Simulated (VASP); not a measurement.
# AgCl in VASP: notebook

AgCl is run at these levels: PBE, r2SCAN; tasks: single point.

All numbers are computed with VASP 6.6.1; they aren't measurements. Logs are shortened: lines on timing, memory, paths and dates and some standing lists are left out, and cuts for length are marked.

## Step 1: The cell of the first run

It takes space group I4/mmm (No. 139, tetragonal). Conventional cell: a = 3.962 Å, b = 3.962 Å, c = 5.479 Å, α = 90.00°, β = 90.00°, γ = 90.00°. Ag (site symmetry 4/mmm) has 6 Cl at 2.74 to 2.80 Å within 3.6 Å. Within 3.6 Å of Cl (site symmetry 4/mmm) lie 6 Ag at 2.74 to 2.80 Å.

## Step 2: Single point, PBE (epitaxial xy strain +1.0%)

The input, INCAR:

```
SYSTEM = AgCl
PREC = Accurate ; ENCUT = 520
EDIFF = 1E-7 ; ISMEAR = -1
SIGMA = 0.02 ; LREAL = .FALSE.
LASPH = .TRUE. ; NELM = 100
ALGO = Normal ; ISIF = 2
LWAVE = .FALSE. ; LCHARG = .TRUE.
GGA = PE ; LELF = .TRUE.
LVHAR = .TRUE. ; NBANDS = 16
```

The input, KPOINTS:

```
regular mesh
0
G
  8 8 8
  0 0 0
```

The input, POSCAR:

```
AgCl
1.0
    0.0000000000      2.8017476059      2.7395832331
    2.8017476059      0.0000000000      2.7395832331
    2.8017476059      2.8017476059      0.0000000000
Ag Cl
1 1
Direct
    0.0000000000      0.0000000000      0.0000000000
    0.5000000000      0.5000000000      0.5000000000
```

Potentials or basis: VASP PAW PBE potentials, release 64 (Ag, Cl).

Launch:

```bash
$ cat potpaw_PBE.64/Ag/POTCAR potpaw_PBE.64/Cl/POTCAR > POTCAR
$ mpirun -np 1 vasp_std > vasp.out
```

OUTCAR:

```text
SYSTEM = AgCl
   PREC = Accurate
   ENCUT = 520
   EDIFF = 1E-7
   ISMEAR = -1
   LREAL = .FALSE.
   LASPH = .TRUE.
   NELM = 100
   ISIF = 2
   GGA = PE

 ion  position               nearest neighbor table
   1  0.000  0.000  0.000-   2 2.74   2 2.74   2 2.80   2 2.80   2 2.80   2 2.80
   2  0.500  0.500  0.500-   1 2.74   1 2.74   1 2.80   1 2.80   1 2.80   1 2.80

  LATTYP: Found a body centered tetragonal cell.
 ALAT       =     3.9622694626
 C/A-ratio  =     1.3828353972

  Lattice vectors:

 A1 = (   0.0000000000,  -2.8017476059,  -2.7395832331)
 A2 = (   0.0000000000,   2.8017476059,  -2.7395832331)
 A3 = (   2.8017476059,   0.0000000000,   2.7395832331)

Analysis of symmetry for initial positions (statically):
=====================================================================
 Subroutine PRICEL returns:
 Original cell was already a primitive cell.

 Routine SETGRP: Setting up the symmetry group for a
 body centered tetragonal supercell.

 Subroutine GETGRP returns: Found 16 space group operations
 (whereof 16 operations were pure point group operations)
 out of a pool of 16 trial point group operations.

The static configuration has the point symmetry D_4h.

Analysis of symmetry for dynamics (positions and initial velocities):
=====================================================================
 Subroutine PRICEL returns:
 Original cell was already a primitive cell.

 Routine SETGRP: Setting up the symmetry group for a
 body centered tetragonal supercell.

 Subroutine GETGRP returns: Found 16 space group operations
 (whereof 16 operations were pure point group operations)
 out of a pool of 16 trial point group operations.

The dynamic configuration has the point symmetry D_4h.

 Subroutine INISYM returns: Found 16 space group operations
 (whereof 16 operations are pure point group operations),
 and found     1 'primitive' translations

----------------------------------------------------------------------------------------

                                     Primitive cell

  volume of cell :      43.0103

  direct lattice vectors                    reciprocal lattice vectors
     0.000000000  2.801747606  2.739583233    -0.178460044  0.178460044  0.182509512
     2.801747606  0.000000000  2.739583233     0.178460044 -0.178460044  0.182509512
     2.801747606  2.801747606  0.000000000     0.178460044  0.178460044 -0.182509512

  length of vectors
     3.918559166  3.918559166  3.962269463     0.311457375  0.311457375  0.311457375

  position of ions in fractional coordinates (direct lattice)
     0.000000000  0.000000000  0.000000000
     0.500000000  0.500000000  0.500000000

  ion indices of the primitive-cell ions
   primitive index   ion index
                 1           1
                 2           2

----------------------------------------------------------------------------------------

 KPOINTS: regular mesh

Automatic generation of k-mesh.
 Grid dimensions read from file:
 generate k-points for:    8    8    8

 Generating k-lattice:

  Cartesian coordinates                     Fractional coordinates (reciprocal lattice)
    -0.022307505  0.022307505  0.022813689     0.125000000 -0.000000000  0.000000000
     0.022307505 -0.022307505  0.022813689    -0.000000000  0.125000000  0.000000000
     0.022307505  0.022307505 -0.022813689     0.000000000  0.000000000  0.125000000

  Length of vectors
     0.038932172  0.038932172  0.038932172

  Shift w.r.t. Gamma in fractional coordinates (k-lattice)
     0.000000000  0.000000000  0.000000000

 Subroutine IBZKPT returns following result:
 ===========================================

 Found     59 irreducible k-points:

 Following reciprocal coordinates:
            Coordinates               Weight
  0.000000  0.000000  0.000000      1.000000
  0.125000 -0.000000  0.000000      8.000000
  0.250000 -0.000000  0.000000      8.000000
  0.375000  0.000000  0.000000      8.000000
  0.500000 -0.000000  0.000000      4.000000
  0.125000  0.125000  0.000000      2.000000
[... 16 lines left out ...]
  0.250000 -0.000000  0.125000     16.000000
  0.375000 -0.000000  0.125000     16.000000
 [... further k-points ...]
   k-points           NKPTS =     59   k-points in BZ     NKDIM =     59   number of bands    NBANDS=     16
   number of dos      NEDOS =    301   number of ions     NIONS =      2
   total plane-waves  NPLWV =  27000
   dimension x,y,z NGX =    30 NGY =   30 NGZ =   30
   dimension x,y,z NGXF=    60 NGYF=   60 NGZF=   60
   ions per type =               1   1
   NGX,Y,Z   is equivalent  to a cutoff of  12.73, 12.73, 12.59 a.u.
   NGXF,Y,Z  is equivalent  to a cutoff of  25.46, 25.46, 25.17 a.u.
 SYSTEM =  AgCl
   PREC   = accura    normal or accurate (medium, high low for compatibility)
   ISTART =      0    job   : 0-new  1-cont  2-samecut
   ICHARG =      2    charge: 1-file 2-atom 10-const
   ISPIN  =      1    spin polarized calculation?
   LNONCOLLINEAR =      F non collinear calculations
   LSORBIT =      F    spin-orbit coupling
   LASPH  =      T    aspherical Exc in radial PAW
   ENCUT  =  520.0 eV  38.22 Ry    6.18 a.u.   7.29  7.29  7.37*2*pi/ulx,y,z
   NELM   =    100;   NELMIN=  2; NELMDL= -5     # of ELM steps
   EDIFF  = 0.1E-06   stopping-criterion for ELM
   LREAL  =      F    real-space projection
   EDIFFG = 0.1E-05   stopping-criterion for IOM
   NSW    =      0    number of steps for IOM
   IBRION =     -1    ionic relax: 0-MD 1-quasi-New 2-CG
   NFREE  =      0    steps in history (QN), initial steepest desc. (CG)
   ISIF   =      2    stress and relaxation
   ISYM   =      2    0-nonsym 1-usesym 2-fastsym
   POTIM  = 0.5000    time-step for ionic-motion
   TEBEG  =    0.0;   TEEND  =   0.0 temperature during run
   PSTRESS=    0.0 pullay stress
   NELECT =      18.0000    total number of electrons
   NUPDOWN=      -1.0000    fix difference up-down
   EMIN   =  10.00;   EMAX   =-10.00  energy-range for DOS
   EFERMI =   0.00;   METHOD = LEGACY
   ISMEAR =    -1;   SIGMA  =   0.02  broadening in eV -4-tet -1-fermi 0-gaus
   EFERMI_NEDOS =   21; number of points for ismear=-14 and -15
   IALGO  =     38    algorithm
   IMIX   =      4    mixing-type and parameters
     AMIX     =   0.40;   BMIX     =  1.00
     AMIX_MAG =   1.60;   BMIX_MAG =  1.00
  volume/ion in A,a.u.               =      21.51       145.12
  Fermi-wavevector in a.u.,A,eV,Ry     =   1.224545  2.314055 20.402086  1.499511
  Thomas-Fermi vector in A             =   2.359616
   LORBIT       =      0    0 simple, 1 ext, 2 COOP (PROOUT), +10 PAW based schemes
   GGA     = PE    functional components
   LHFCALC =     F    Hartree Fock is set to
   AEXX    =    0.0000 exact exchange contribution
   IVDW    =     0    specifies the selected vdW correction
   LEPSILON=     F    determine dielectric tensor
   LRPA    =     F    only Hartree local field effects (RPA)
 non-spin polarized calculation
  energy-cutoff  :      520.00
  volume of cell :       43.01
 maximum number of plane-waves:      1187
 NGX is ok and might be reduce to    30
   NGX = 15   NGY = 15   NGZ = 15

 number of electron      18.0000002 magnetization

 Free energy of the ion-electron system (eV)
  ---------------------------------------------------
  ext. energy  EPLUGINS =         0.00000000
  ---------------------------------------------------
  free energy    TOTEN  =        -5.39642934 eV

  energy without entropy =       -5.39642934  energy(sigma->0) =       -5.39642934

 E-fermi :   4.2077     XC(G=0):  -9.9208

 val. band max:        3.7803349044   @ k =   0.5000  -0.0000   0.0000
 cond. band min:       4.6269388524   @ k =   0.0000   0.0000   0.0000
 fundamental gap:      0.8466039481
 Fermi energy:         4.2076628413

 k-point     1 :       0.0000    0.0000    0.0000
  band No.  band energies     occupation
      1     -11.3830      2.00000
      2       1.2866      2.00000
      3       1.2866      2.00000
      4       1.3393      2.00000
      5       1.3409      2.00000
      6       1.3475      2.00000
[... 8 lines left out ...]
     15      16.8071      0.00000
     16      16.8071      0.00000

 k-point     2 :       0.1250   -0.0000    0.0000
  band No.  band energies     occupation
      1     -11.3244      2.00000
      2       0.5821      2.00000
      3       0.6561      2.00000
      4       0.6846      2.00000
      5       1.3459      2.00000
      6       1.3700      2.00000
[... 8 lines left out ...]
     15      15.7912      0.00000
     16      16.4748      0.00000

 k-point     3 :       0.2500   -0.0000    0.0000
  band No.  band energies     occupation
      1     -11.1770      2.00000
      2      -0.4185      2.00000
      3       0.0658      2.00000
      4       0.1246      2.00000
      5       1.4759      2.00000
      6       1.4864      2.00000
[... 8 lines left out ...]
     15      15.9975      0.00000
     16      16.3352      0.00000

 k-point     4 :       0.3750    0.0000    0.0000
  band No.  band energies     occupation
      1     -11.0206      2.00000
      2      -1.1841      2.00000
      3      -0.3005      2.00000
      4      -0.2332      2.00000
      5       1.6068      2.00000
      6       1.6117      2.00000
[... 8 lines left out ...]
     15      16.8474      0.00000
     16      16.9038      0.00000
[... 324 lines left out ...]
 k-point    22 :       0.1250    0.0000    0.1250
  band No.  band energies     occupation
      1     -11.3095      2.00000
      2       0.1642      2.00000
      3       0.9240      2.00000
      4       0.9966      2.00000
      5       1.2408      2.00000
      6       1.3683      2.00000
[... 8 lines left out ...]
     15      17.7163      0.00000
     16      17.7179      0.00000

 k-point    23 :       0.2500   -0.0000    0.1250
  band No.  band energies     occupation
      1     -11.1988      2.00000
      2      -0.3928      2.00000
      3       0.3798      2.00000
      4       0.4865      2.00000
      5       1.3170      2.00000
      6       1.5006      2.00000
[... 8 lines left out ...]
     15      17.1531      0.00000
     16      17.7198      0.00000

 k-point    24 :       0.3750   -0.0000    0.1250
  band No.  band energies     occupation
      1     -11.0503      2.00000
      2      -0.9250      2.00000
      3      -0.1837      2.00000
      4      -0.0146      2.00000
      5       1.4653      2.00000
      6       1.6308      2.00000
[... 8 lines left out ...]
     15      17.4575      0.00000
     16      17.6540      0.00000

 [... further k-points ...]
[... 5 lines left out ...]
  --------------------------------------------------------------------------------------
  -------------------------------------------------------------------------------------
  Total        0.2521166      0.2521166      0.3862440      0.0000000      0.0000000      0.0000000
  in kB        9.3915983      9.3915983     14.3879805      0.0000000      0.0000000      0.0000000
  external PRESSURE =      11.0570590 kB  Pullay stress =       0.0000000 kB

 VOLUME and BASIS-vectors are now :
 -----------------------------------------------------------------------------
  energy-cutoff  :      520.00
  volume of cell :       43.01
      direct lattice vectors                 reciprocal lattice vectors
     0.000000000  2.801747606  2.739583233    -0.178460044  0.178460044  0.182509512
     2.801747606  0.000000000  2.739583233     0.178460044 -0.178460044  0.182509512
     2.801747606  2.801747606  0.000000000     0.178460044  0.178460044 -0.182509512

 POSITION                                       TOTAL-FORCE (eV/Angst)
 -----------------------------------------------------------------------------------
      0.00000      0.00000      0.00000        -0.000000      0.000000      0.000000
      2.80175      2.80175      2.73958         0.000000     -0.000000     -0.000000
 -----------------------------------------------------------------------------------
    total drift:                               -0.000000      0.000000      0.000000

  FREE ENERGIE OF THE ION-ELECTRON SYSTEM (eV)
  ---------------------------------------------------
  free  energy   TOTEN  =        -5.3964293406 eV

  energy  without entropy=       -5.3964293406  energy(sigma->0) =       -5.39642934
```

It took 20 s on 1 thread of Intel Xeon 6975P-C (Granite Rapids), shared host; peak memory 0.19 GiB.

Results:

| Item | Value |
| --- | --- |
| Free energy | -5.3964 eV |
| Pressure | 1.1 GPa |
| Band gap on the k mesh | 0.85 eV, indirect (least direct gap 3.15 eV) |

Levels at points of the mesh, in eV from the valence-band top:
```
           k point  band 6  band 7  band 8  band 9  band 10  band 11  band 12  band 13
(0.00, 0.00, 0.00)   -2.43   -2.41   -2.33   -2.33     0.85    10.77    10.77    10.84
(0.50, 0.00, 0.00)   -2.11   -1.81   -0.14    0.00     4.20     6.43     7.51     7.74
(0.50, 0.50, 0.00)   -2.23   -2.00   -2.00   -1.91     2.32     7.88     8.69    11.29
(0.50, 0.00, 0.50)   -2.26   -2.01   -1.99   -1.92     2.34     8.02     8.46    11.29
```

Caveat: the cell differs from its parent crystal (epitaxial xy strain +1.0%).

## Step 3: Single point, PBE (strain along [111] +2.3%)

The input, INCAR:

```
SYSTEM = AgCl
ALGO = Normal
EDIFF = 1E-6
ENCUT = 520
GGA = PE
ISIF = 2
ISMEAR = -1
LASPH = .True.
LCHARG = .False.
LREAL = .False.
LWAVE = .False.
NBANDS = 16
NELM = 80
PREC = Accurate
SIGMA = 0.02
```

The input, KPOINTS:

```
k-points
0
Gamma
  8 8 8
  0 0 0
```

The input, POSCAR:

```
AgCl
1.0
    0.0425221518      2.8157059644      2.8157059644
    2.8157059644      0.0425221518      2.8157059644
    2.8157059644      2.8157059644      0.0425221518
Ag Cl
1 1
Direct
    0.0000000000      0.0000000000      0.0000000000
    0.5000000000      0.5000000000      0.5000000000
```

Potentials or basis: VASP PAW PBE potentials, release 64 (Ag, Cl).

Launch:

```bash
$ cat potpaw_PBE.64/Ag/POTCAR potpaw_PBE.64/Cl/POTCAR > POTCAR
$ mpirun -np 1 vasp_std > vasp.out
```

OUTCAR:

```text
SYSTEM = AgCl
   EDIFF = 1E-6
   ENCUT = 520
   GGA = PE
   ISIF = 2
   ISMEAR = -1
   LASPH = .True.
   LREAL = .False.
   NELM = 80
   PREC = Accurate

 ion  position               nearest neighbor table
   1  0.000  0.000  0.000-   2 2.79   2 2.79   2 2.79   2 2.79   2 2.79   2 2.79
   2  0.500  0.500  0.500-   1 2.79   1 2.79   1 2.79   1 2.79   1 2.79   1 2.79

  LATTYP: Found a trigonal (rhomboedric) cell.
 ALAT       =     3.9822365938
 COS(alpha) =     0.5150430415

  Lattice vectors:

 A1 = (   0.0425221518,   2.8157059644,   2.8157059644)
 A2 = (   2.8157059644,   0.0425221518,   2.8157059644)
 A3 = (   2.8157059644,   2.8157059644,   0.0425221518)

Analysis of symmetry for initial positions (statically):
=====================================================================
 Subroutine PRICEL returns:
 Original cell was already a primitive cell.

 Routine SETGRP: Setting up the symmetry group for a
 trigonal (rhombohedral) supercell.

 Subroutine GETGRP returns: Found 12 space group operations
 (whereof 12 operations were pure point group operations)
 out of a pool of 12 trial point group operations.
[... 157 lines left out ...]
  ext. energy  EPLUGINS =         0.00000000
  ---------------------------------------------------
  free energy    TOTEN  =        -5.39999417 eV

  energy without entropy =       -5.39999417  energy(sigma->0) =       -5.39999417

 E-fermi :   4.0206     XC(G=0):  -9.8466

 val. band max:        3.5506878335   @ k =   0.5000   0.0000   0.0000
 cond. band min:       4.4448438276   @ k =   0.0000   0.0000   0.0000
 fundamental gap:      0.8941559941
 Fermi energy:         4.0206103567

 k-point     1 :       0.0000    0.0000    0.0000
  band No.  band energies     occupation
      1     -11.4648      2.00000
      2       1.1592      2.00000
      3       1.1872      2.00000
      4       1.1872      2.00000
      5       1.2251      2.00000
      6       1.2251      2.00000
[... 433 lines left out ...]
      3      -0.2463      2.00000
      4       0.0417      2.00000
      5       1.3715      2.00000
      6       1.4371      2.00000
[... 8 lines left out ...]
     15      17.0970      0.00000
     16      17.2075      0.00000

 [... further k-points ...]
[... 5 lines left out ...]
  --------------------------------------------------------------------------------------
  -------------------------------------------------------------------------------------
  Total        0.1052560      0.1052560      0.1052560     -0.0254378     -0.0254378     -0.0254378
  in kB        3.8647020      3.8647020      3.8647020     -0.9340037     -0.9340037     -0.9340037
  external PRESSURE =       3.8647020 kB  Pullay stress =       0.0000000 kB

 VOLUME and BASIS-vectors are now :
 -----------------------------------------------------------------------------
  energy-cutoff  :      520.00
  volume of cell :       43.64
      direct lattice vectors                 reciprocal lattice vectors
     0.042522152  2.815705964  2.815705964    -0.181649390  0.178946974  0.178946974
     2.815705964  0.042522152  2.815705964     0.178946974 -0.181649390  0.178946974
     2.815705964  2.815705964  0.042522152     0.178946974  0.178946974 -0.181649390

 POSITION                                       TOTAL-FORCE (eV/Angst)
 -----------------------------------------------------------------------------------
      0.00000      0.00000      0.00000         0.000000     -0.000000      0.000000
      2.83697      2.83697      2.83697        -0.000000      0.000000     -0.000000
 -----------------------------------------------------------------------------------
    total drift:                               -0.000000      0.000000      0.000000

  FREE ENERGIE OF THE ION-ELECTRON SYSTEM (eV)
  ---------------------------------------------------
  free  energy   TOTEN  =        -5.3999941712 eV

  energy  without entropy=       -5.3999941712  energy(sigma->0) =       -5.39999417
```

OSZICAR:

```text
N       E                     dE             d eps       ncg     rms          rms(c)
DAV:   1     0.100018461157E+03    0.10002E+03   -0.86354E+03  2128   0.101E+03
DAV:   2    -0.183765118230E+01   -0.10186E+03   -0.93756E+02  2576   0.221E+02
DAV:   3    -0.556183997177E+01   -0.37242E+01   -0.37146E+01  2720   0.443E+01
DAV:   4    -0.558804166459E+01   -0.26202E-01   -0.26200E-01  2592   0.397E+00
DAV:   5    -0.558839768022E+01   -0.35602E-03   -0.35601E-03  2608   0.459E-01    0.578E+00
DAV:   6    -0.540455449248E+01    0.18384E+00   -0.25152E-01  2672   0.643E+00    0.377E+00
DAV:   7    -0.540051349541E+01    0.40410E-02   -0.95779E-02  2584   0.207E+00    0.191E+00
DAV:   8    -0.539983993903E+01    0.67356E-03   -0.48546E-03  2472   0.713E-01    0.304E-01
DAV:   9    -0.539991933857E+01   -0.79400E-04   -0.50039E-04  2592   0.286E-01    0.419E-02
DAV:  10    -0.539998959512E+01   -0.70257E-04   -0.10491E-04  2552   0.896E-02    0.301E-02
DAV:  11    -0.539999416152E+01   -0.45664E-05   -0.50048E-06  2664   0.157E-02    0.365E-03
DAV:  12    -0.539999417124E+01   -0.97193E-08   -0.29815E-07  1512   0.475E-03
   1 F= -.53999942E+01 E0= -.53999942E+01  d E =-.181098E-11
```

Wall time 17 s (1 thread of Intel Xeon 6975P-C (Granite Rapids), shared host); peak memory 0.19 GiB.

Results:

| Item | Value |
| --- | --- |
| Free energy | -5.4000 eV |
| Pressure | 0.4 GPa |
| Band gap on the k mesh | 0.89 eV, indirect (least direct gap 3.10 eV) |

Levels at points of the mesh, in eV from the valence-band top:
```tsv
k point	band 6	band 7	band 8	band 9	band 10	band 11	band 12	band 13
(0.00, 0.00, 0.00)	-2.33	-2.31	-2.21	-2.21	0.89	10.67	10.93	10.93
(0.50, 0.00, 0.00)	-2.01	-1.71	-0.03	0.00	4.26	6.42	7.57	7.73
(0.50, 0.50, 0.00)	-2.15	-1.91	-1.91	-1.84	2.40	8.04	8.53	11.32
(0.50, 0.50, 0.50)	-2.04	-1.75	-0.04	-0.04	4.36	6.29	7.85	7.85
```

Caveat: the cell differs from its parent crystal (strain along [111] +2.3%). A k mesh can miss the band edges.

(Part 1 of 2 ends here.)
